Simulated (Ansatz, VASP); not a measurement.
**BeTe in VASP and in Ansatz**

The input INCAR:

```
ALGO = Normal
EDIFF = 1E-6
EDIFFG = -0.005
ENCUT = 600
GGA = PE
IBRION = 2
ISIF = 3
ISMEAR = -1
LASPH = True
LCHARG = False
LREAL = False
LWAVE = False
NELM = 60
NSW = 100
PREC = Accurate
SIGMA = 0.05
```

File KPOINTS:

```
k-points
0
Gamma
  13 13 13
```

File POSCAR:

```
BeTe
1.0
    0.0000000000      2.4723605563      2.4723605563
    2.4723605563      0.0000000000      2.4723605563
    2.4723605563      2.4723605563      0.0000000000
Be Te
1 1
Direct
    0.0000000000      0.0000000000      0.0000000000
    0.5000000000      0.5000000000      0.5000000000
```

Input for Ansatz:

```yaml
crystal:
  lattice:
    - [0.0, 2.4723605563, 2.4723605563]
    - [2.4723605563, 0.0, 2.4723605563]
    - [2.4723605563, 2.4723605563, 0.0]
  atoms:
    - { symbol: Be, position: [0.0, 0.0, 0.0] }
    - { symbol: Te, position: [0.5, 0.5, 0.5] }
kpoints:
  mp_grid: { grid: [13, 13, 13] }
scf:
  occupations: { method: fermi_dirac, width: 0.05 }
hamiltonian:
  xc: pbe
  pseudopotentials: { kind: paw }
output:
  forces: true
  stress: true
relax:
  f_tol: 0.005
  max_steps: 80
  cell: {}
```

Alike in both runs: task relaxation of cell and atoms; functional PBE; k mesh 13 × 13 × 13; occupations fermi-dirac, width 0.05 eV; no spin polarisation.

|  | VASP | Ansatz |
| --- | --- | --- |
| version | VASP 6.6.1 | Ansatz 0.2.0 |
| potentials or method | VASP PAW PBE potentials, release 64 (Be, Te) | PAW with Ansatz's default frozen-core files, scalar-relativistic |
| plane-wave cutoff (eV) | 600 | 420 |
| valence electrons in the cell | 8 | 18 |

VASP gave:

* relaxed volume (Å³/atom): 19.27
* relaxed length of the cell vector where the two differ most in proportion (Å): 3.791

Q: Estimate Ansatz's values.

A: Relaxed volume (Å³/atom): 19.25; relaxed length of the cell vector where the two differ most in proportion (Å): 3.790.

VASP's potentials hold 8 valence electrons a cell and Ansatz's 18, so a difference there can come from the potentials and not from the codes.

Spin-orbit coupling is off throughout. Noted on VASP's run: the volume moved by over 15 % at a fixed basis, so the end points are rough.
